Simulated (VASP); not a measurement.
Wanted: the native input for a VASP 6.6.1 run.

```
Task                    : density of states
Functional              : PBEsol
Potentials or basis     : VASP PAW PBE potentials, release 64 (Pb_d, Te)
Cutoff                  : 520 eV
k mesh                  : 8 × 8 × 8
Occupations             : gaussian, width 0.05 eV
Spin                    : no spin polarisation
Dipole correction       : no
k mesh for the DOS      : 12 × 12 × 12
Occupations for the DOS : tetrahedron
Further INCAR settings  : ALGO = Normal; EDIFF = 1e-07; NBANDS = 17
```

TePb:

```
CELL_PARAMETERS angstrom
0.00000 3.22150 3.22150
3.22150 0.00000 3.22150
3.22150 3.22150 0.00000
ATOMIC_POSITIONS crystal
Pb 0.50000 0.50000 0.50000
Te 0.00000 0.00000 0.00000
```

The input as run:

POSCAR

```
TePb
1.0
    0.0000000000      3.2215039163      3.2215039163
    3.2215039163      0.0000000000      3.2215039163
    3.2215039163      3.2215039163      0.0000000000
Pb Te
1 1
Direct
    0.5000000000      0.5000000000      0.5000000000
    0.0000000000      0.0000000000      0.0000000000
```

INCAR.step1

```
PREC = Accurate ; ENCUT = 520
EDIFF = 1E-7 ; ISMEAR = 0
SIGMA = 0.05 ; LREAL = F
LASPH = T ; NELM = 60
ALGO = Normal ; ISIF = 2
LWAVE = F ; LCHARG = T
GGA = PS ; NBANDS = 17
```

KPOINTS.step1

```
Automatic mesh
0
Gamma
  8 8 8
```

INCAR.step2

```
PREC = Accurate ; ENCUT = 520
EDIFF = 1E-7 ; ISMEAR = -5
SIGMA = 0.05 ; LREAL = F
LASPH = T ; NELM = 60
ALGO = Normal ; ISIF = 2
LWAVE = F ; LCHARG = F
GGA = PS ; LORBIT = 10
NBANDS = 17 ; NEDOS = 2001
ICHARG = 11
```

KPOINTS.step2

```
Automatic mesh
0
Gamma
  12 12 12
```

Potentials or basis: VASP PAW PBE potentials, release 64 (Pb_d, Te).

Launch:

```sh
$ cat potpaw_PBE.64/Pb_d/POTCAR potpaw_PBE.64/Te/POTCAR > POTCAR
$ cp INCAR.step1 INCAR
$ cp KPOINTS.step1 KPOINTS
$ mpirun -np 1 vasp_std > vasp.out
$ cp INCAR.step2 INCAR
$ cp KPOINTS.step2 KPOINTS
$ mpirun -np 1 vasp_std > vasp.out
```

Results of the run:

The valence electrons inside the program's atomic spheres are Pb 11.87; Te 3.38.

Caveat: spin-orbit coupling is left out, which moves the levels of the heavy elements.

Wall time 54 s on 1 thread of AMD EPYC 9R45 (Zen 5) (shared host), peak memory 0.22 GiB.
